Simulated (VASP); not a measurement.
TaAs:

```
CELL_PARAMETERS angstrom
4.14313 0.00000 0.00000
0.00000 4.14313 0.00000
0.00000 0.00000 6.05629
ATOMIC_POSITIONS crystal
Ta 0.00000 0.00000 0.00000
Ta 0.50000 0.50000 0.00000
As 0.50000 0.00000 0.73627
As 0.00000 0.50000 0.26373
```

This cell differs from its parent crystal: atoms taken out.

- Program: VASP 6.6.1
- Task: relaxation of cell and atoms
- Functional: PBE
- Potentials or basis: VASP PAW PBE potentials, release 64 (Ta_pv, As)
- Cutoff: 600 eV
- k mesh: 12 × 12 × 8
- Occupations: gaussian, width 0.1 eV
- Spin: no spin polarisation

At the start: pressure -0.2 GPa; volume 25.99 Å³/atom.

Question: How do energy, volume and symmetry change on relaxing?

Answer: Over 19 steps the energy falls by 3.9 meV/atom and the volume is 26.42 Å³/atom (+1.7 %); space group P4/nmm (No. 129, to 0.1 Å) before and after.

The path:
| step | energy change (eV) | largest force (eV/Å) | pressure (GPa) | volume (Å³) |
| --- | --- | --- | --- | --- |
| 1 | 0.0000 | 0.2685 | -0.15 | 103.96 |
| 2 | -0.0113 | 0.0461 | 0.46 | 103.58 |
| 3 | -0.0126 | 0.0569 | 0.77 | 103.40 |
| 4 | -0.0103 | 0.1257 | -1.05 | 105.20 |
| 5 | -0.0149 | 0.0205 | 0.00 | 104.14 |
| 6 | -0.0148 | 0.0219 | -0.02 | 104.16 |
| 7 | -0.0149 | 0.0128 | 0.01 | 104.19 |
| 8 | -0.0149 | 0.0006 | 0.04 | 104.23 |
| 9 | -0.0149 | 0.0050 | -0.01 | 104.33 |
| 10 | -0.0150 | 0.0113 | -0.05 | 104.45 |
| 11 | -0.0150 | 0.0221 | -0.15 | 104.68 |
| 12 | -0.0150 | 0.0191 | -0.11 | 104.61 |
| 13 | -0.0150 | 0.0181 | -0.11 | 104.62 |
| 14 | -0.0150 | 0.0169 | -0.12 | 104.67 |
| 15 | -0.0151 | 0.0150 | -0.10 | 104.75 |
| 16 | -0.0152 | 0.0113 | -0.08 | 104.93 |
| 17 | -0.0153 | 0.0025 | -0.05 | 105.27 |
| 18 | -0.0154 | 0.0148 | 0.02 | 105.95 |
| 19 | -0.0154 | 0.0083 | 0.00 | 105.68 |

Final structure:
```yaml
crystal:
  lattice:
    - [4.18414, 0.00000, 0.00000]
    - [0.00000, 4.18414, 0.00000]
    - [0.00000, 0.00000, 6.03667]
  atoms:
    - { symbol: Ta, position: [0.00000, 0.00000, 0.00000] }
    - { symbol: Ta, position: [0.50000, 0.50000, 0.00000] }
    - { symbol: As, position: [0.50000, 0.00000, 0.74396] }
    - { symbol: As, position: [0.00000, 0.50000, 0.25604] }
```

Caveat: the cell differs from its parent crystal (atoms taken out); this functional lacks dispersion, which binds the layers, so the pressure and a relaxed spacing across them are unreliable.
